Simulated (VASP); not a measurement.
# MgS (Pm-3m) in VASP: further runs, part 2 of 2

VASP 6.6.1. Earlier steps stand in the parts before.

## (3) Single point, LDA

This run uses another cell than the first one, of 16.16 Å³/atom.

Contents of INCAR:

```
  ALGO = Normal
  EDIFF = 1E-6
  ENCUT = 600
  GGA = CA
  GGA_COMPAT = False
  ISIF = 2
  ISMEAR = 0
  LASPH = True
  LCHARG = False
  LREAL = False
  LWAVE = False
  NBANDS = 11
  NELM = 120
  PREC = Accurate
  SIGMA = 0.05
```

Contents of KPOINTS:

```
k-points
0
Gamma
  6 6 6
```

Contents of POSCAR:

```
MgS
1.0
    3.1852083725      0.0000000000      0.0000000000
    0.0000000000      3.1852083725      0.0000000000
    0.0000000000      0.0000000000      3.1852083725
Mg S
1 1
Direct
    0.0000000000      0.0000000000      0.0000000000
    0.5000000000      0.5000000000      0.5000000000
```

Potentials or basis: VASP PAW LDA potentials, release 64 (Mg, S).

Started as:

```bash
cat potpaw_LDA.64/Mg/POTCAR potpaw_LDA.64/S/POTCAR > POTCAR
mpirun -np 1 vasp_std > vasp.out
```

OUTCAR:

```text
EDIFF = 1E-6
   ENCUT = 600
   GGA = CA
   ISIF = 2
   ISMEAR = 0
   LASPH = True
   LREAL = False
   NELM = 120
   PREC = Accurate

 ion  position               nearest neighbor table
   1  0.000  0.000  0.000-   2 2.76   2 2.76   2 2.76   2 2.76   2 2.76   2 2.76   2 2.76   2 2.76

   2  0.500  0.500  0.500-   1 2.76   1 2.76   1 2.76   1 2.76   1 2.76   1 2.76   1 2.76   1 2.76

  LATTYP: Found a simple cubic cell.
 ALAT       =     3.1852083725

  Lattice vectors:

 A1 = (   3.1852083725,   0.0000000000,   0.0000000000)
 A2 = (   0.0000000000,   3.1852083725,   0.0000000000)
 A3 = (   0.0000000000,   0.0000000000,   3.1852083725)

Analysis of symmetry for initial positions (statically):
=====================================================================
 Subroutine PRICEL returns:
 Original cell was already a primitive cell.

 Routine SETGRP: Setting up the symmetry group for a
 simple cubic supercell.

 Subroutine GETGRP returns: Found 48 space group operations
 (whereof 48 operations were pure point group operations)
 out of a pool of 48 trial point group operations.

The static configuration has the point symmetry O_h .

Analysis of symmetry for dynamics (positions and initial velocities):
=====================================================================
 Subroutine PRICEL returns:
 Original cell was already a primitive cell.

 Routine SETGRP: Setting up the symmetry group for a
 simple cubic supercell.

 Subroutine GETGRP returns: Found 48 space group operations
 (whereof 48 operations were pure point group operations)
 out of a pool of 48 trial point group operations.

The dynamic configuration has the point symmetry O_h .

 Subroutine INISYM returns: Found 48 space group operations
 (whereof 48 operations are pure point group operations),
 and found     1 'primitive' translations

----------------------------------------------------------------------------------------

                                     Primitive cell

  volume of cell :      32.3157

  direct lattice vectors                    reciprocal lattice vectors
     3.185208372  0.000000000  0.000000000     0.313951203  0.000000000  0.000000000
     0.000000000  3.185208372  0.000000000     0.000000000  0.313951203  0.000000000
     0.000000000  0.000000000  3.185208372     0.000000000  0.000000000  0.313951203

  length of vectors
     3.185208372  3.185208372  3.185208372     0.313951203  0.313951203  0.313951203

  position of ions in fractional coordinates (direct lattice)
     0.000000000  0.000000000  0.000000000
     0.500000000  0.500000000  0.500000000

  ion indices of the primitive-cell ions
   primitive index   ion index
                 1           1
                 2           2

----------------------------------------------------------------------------------------

 KPOINTS: k-points

Automatic generation of k-mesh.
 Grid dimensions read from file:
 generate k-points for:    6    6    6

 Generating k-lattice:

  Cartesian coordinates                     Fractional coordinates (reciprocal lattice)
     0.052325200  0.000000000  0.000000000     0.166666667  0.000000000  0.000000000
     0.000000000  0.052325200  0.000000000     0.000000000  0.166666667  0.000000000
     0.000000000  0.000000000  0.052325200     0.000000000  0.000000000  0.166666667

  Length of vectors
     0.052325200  0.052325200  0.052325200

  Shift w.r.t. Gamma in fractional coordinates (k-lattice)
     0.000000000  0.000000000  0.000000000

 Subroutine IBZKPT returns following result:
 ===========================================

 Found     20 irreducible k-points:

 Following reciprocal coordinates:
            Coordinates               Weight
  0.000000  0.000000  0.000000      1.000000
  0.166667  0.000000  0.000000      6.000000
  0.333333  0.000000  0.000000      6.000000
  0.500000  0.000000  0.000000      3.000000
  0.166667  0.166667  0.000000     12.000000
  0.333333  0.166667  0.000000     24.000000
[... 12 lines left out ...]
  0.500000  0.500000  0.333333      6.000000
  0.500000  0.500000  0.500000      1.000000
   k-points           NKPTS =     20   k-points in BZ     NKDIM =     20   number of bands    NBANDS=     11
   number of dos      NEDOS =    301   number of ions     NIONS =      2
   total plane-waves  NPLWV =  21952
   dimension x,y,z NGX =    28 NGY =   28 NGZ =   28
   dimension x,y,z NGXF=    56 NGYF=   56 NGZF=   56
   ions per type =               1   1
   NGX,Y,Z   is equivalent  to a cutoff of  14.61, 14.61, 14.61 a.u.
   NGXF,Y,Z  is equivalent  to a cutoff of  29.23, 29.23, 29.23 a.u.
 SYSTEM =  unknown system
   PREC   = accura    normal or accurate (medium, high low for compatibility)
   ISTART =      0    job   : 0-new  1-cont  2-samecut
   ICHARG =      2    charge: 1-file 2-atom 10-const
   ISPIN  =      1    spin polarized calculation?
   LNONCOLLINEAR =      F non collinear calculations
   LSORBIT =      F    spin-orbit coupling
   LASPH  =      T    aspherical Exc in radial PAW
   ENCUT  =  600.0 eV  44.10 Ry    6.64 a.u.   6.36  6.36  6.36*2*pi/ulx,y,z
   NELM   =    120;   NELMIN=  2; NELMDL= -5     # of ELM steps
   EDIFF  = 0.1E-05   stopping-criterion for ELM
   LREAL  =      F    real-space projection
   EDIFFG = 0.1E-04   stopping-criterion for IOM
   NSW    =      0    number of steps for IOM
   IBRION =     -1    ionic relax: 0-MD 1-quasi-New 2-CG
   NFREE  =      0    steps in history (QN), initial steepest desc. (CG)
   ISIF   =      2    stress and relaxation
   ISYM   =      2    0-nonsym 1-usesym 2-fastsym
   POTIM  = 0.5000    time-step for ionic-motion
   TEBEG  =    0.0;   TEEND  =   0.0 temperature during run
   PSTRESS=    0.0 pullay stress
   NELECT =       8.0000    total number of electrons
   NUPDOWN=      -1.0000    fix difference up-down
   EMIN   =  10.00;   EMAX   =-10.00  energy-range for DOS
   EFERMI =   0.00;   METHOD = LEGACY
   ISMEAR =     0;   SIGMA  =   0.05  broadening in eV -4-tet -1-fermi 0-gaus
   EFERMI_NEDOS =   21; number of points for ismear=-14 and -15
   IALGO  =     38    algorithm
   IMIX   =      4    mixing-type and parameters
     AMIX     =   0.40;   BMIX     =  1.00
     AMIX_MAG =   1.60;   BMIX_MAG =  1.00
  volume/ion in A,a.u.               =      16.16       109.04
  Fermi-wavevector in a.u.,A,eV,Ry     =   1.027938  1.942521 14.376689  1.056657
  Thomas-Fermi vector in A             =   2.161909
   LORBIT       =      0    0 simple, 1 ext, 2 COOP (PROOUT), +10 PAW based schemes
   GGA     = CA    functional components
   LHFCALC =     F    Hartree Fock is set to
   AEXX    =    0.0000 exact exchange contribution
   IVDW    =     0    specifies the selected vdW correction
   LEPSILON=     F    determine dielectric tensor
   LRPA    =     F    only Hartree local field effects (RPA)
 non-spin polarized calculation
 Gauss-broadening in eV      SIGMA  =   0.05
  energy-cutoff  :      600.00
  volume of cell :       32.32
 maximum number of plane-waves:      1108
 NGX is ok and might be reduce to    28
   NGX = 13   NGY = 13   NGZ = 13

 number of electron       7.9999999 magnetization

 Free energy of the ion-electron system (eV)
  ---------------------------------------------------
  ext. energy  EPLUGINS =         0.00000000
  ---------------------------------------------------
  free energy    TOTEN  =        -8.35313622 eV

  energy without entropy =       -8.35156902  energy(sigma->0) =       -8.35235262

 E-fermi :   5.9817     XC(G=0): -10.4219

 val. band max:        5.9817437890   @ k =   0.5000   0.3333   0.0000
 cond. band min:       6.2175667921   @ k =   0.5000   0.5000   0.0000
 fundamental gap:      0.2358230031
 Fermi energy:         5.9817437890

 k-point     1 :       0.0000    0.0000    0.0000
  band No.  band energies     occupation
      1      -8.4950      2.00000
      2       4.5752      2.00000
      3       4.5752      2.00000
      4       4.5752      2.00000
      5       7.1677      0.00000
      6      10.0893      0.00000
      7      10.0893      0.00000
      8      19.0361      0.00000
      9      19.0362      0.00000
     10      19.0364      0.00000
     11      19.4890      0.00000
[... 253 lines left out ...]
 k-point    20 :       0.5000    0.5000    0.5000
  band No.  band energies     occupation
      1      -4.9575      2.00000
      2       1.8752      2.00000
      3       1.8752      2.00000
      4       1.8752      2.00000
      5       7.4012      0.00000
      6       7.4012      0.00000
      7       7.4012      0.00000
      8      11.5835      0.00000
      9      23.1659      0.00000
     10      23.1659      0.00000
     11      23.1659      0.00000

------------------------ aborting loop because EDIFF is reached ----------------------------------------

  FORCE on cell =-STRESS in cart. coord.  units (eV):
  Direction    XX          YY          ZZ          XY          YZ          ZX
  --------------------------------------------------------------------------------------
  -------------------------------------------------------------------------------------
  Total        0.2205071      0.2205071      0.2205071     -0.0000000     -0.0000000      0.0000000
  in kB       10.9325023     10.9325023     10.9325023     -0.0000000     -0.0000000      0.0000000
  external PRESSURE =      10.9325023 kB  Pullay stress =       0.0000000 kB

 VOLUME and BASIS-vectors are now :
 -----------------------------------------------------------------------------
  energy-cutoff  :      600.00
  volume of cell :       32.32
      direct lattice vectors                 reciprocal lattice vectors
     3.185208372  0.000000000  0.000000000     0.313951203  0.000000000  0.000000000
     0.000000000  3.185208372  0.000000000     0.000000000  0.313951203  0.000000000
     0.000000000  0.000000000  3.185208372     0.000000000  0.000000000  0.313951203

 POSITION                                       TOTAL-FORCE (eV/Angst)
 -----------------------------------------------------------------------------------
      0.00000      0.00000      0.00000         0.000000      0.000000      0.000000
      1.59260      1.59260      1.59260         0.000000      0.000000      0.000000
 -----------------------------------------------------------------------------------
    total drift:                                0.000000      0.000000      0.000000

  FREE ENERGIE OF THE ION-ELECTRON SYSTEM (eV)
  ---------------------------------------------------
  free  energy   TOTEN  =        -8.3531362166 eV

  energy  without entropy=       -8.3515690233  energy(sigma->0) =       -8.35235262
```

stdout:

```text
POSCAR found type information on POSCAR MgS
 POSCAR found :  2 types and       2 ions
 scaLAPACK will be used
 LDA part: xc-table for (Slater(with rela. corr.)+CA(PZ))
 , standard interpolation
 POSCAR, INCAR and KPOINTS ok, starting setup
 FFT: planning ... GRIDC
 FFT: planning ... GRID_SOFT
 FFT: planning ... GRID
 WAVECAR not read
 entering main loop
```

Run time: 3.8 s. Hardware: 1 thread of Intel Xeon 6975P-C (Granite Rapids), shared host; peak memory 0.14 GiB.

What came out:

| Item | Value |
| --- | --- |
| Free energy | -8.3531 eV |
| Pressure | 1.1 GPa |
| Band gap on the k mesh | zero (bands 4 and 5 overlap by 0.28 eV) |

Levels at points of the mesh, in eV from the Fermi level:
```
           k point  band 1  band 2  band 3  band 4  band 5  band 6  band 7  band 8
(0.00, 0.00, 0.00)  -14.48   -1.41   -1.41   -1.41    1.19    4.11    4.11   13.05
(0.50, 0.00, 0.00)  -13.12   -7.20   -0.59   -0.59    4.08    6.71    7.03    7.48
(0.50, 0.50, 0.00)  -12.00   -5.46   -5.46   -0.64    0.24    7.74    8.76    8.76
(0.50, 0.50, 0.50)  -10.94   -4.11   -4.11   -4.11    1.42    1.42    1.42    5.60
```

Caveat: semilocal functionals underestimate gaps, so a narrow gap can read as zero.
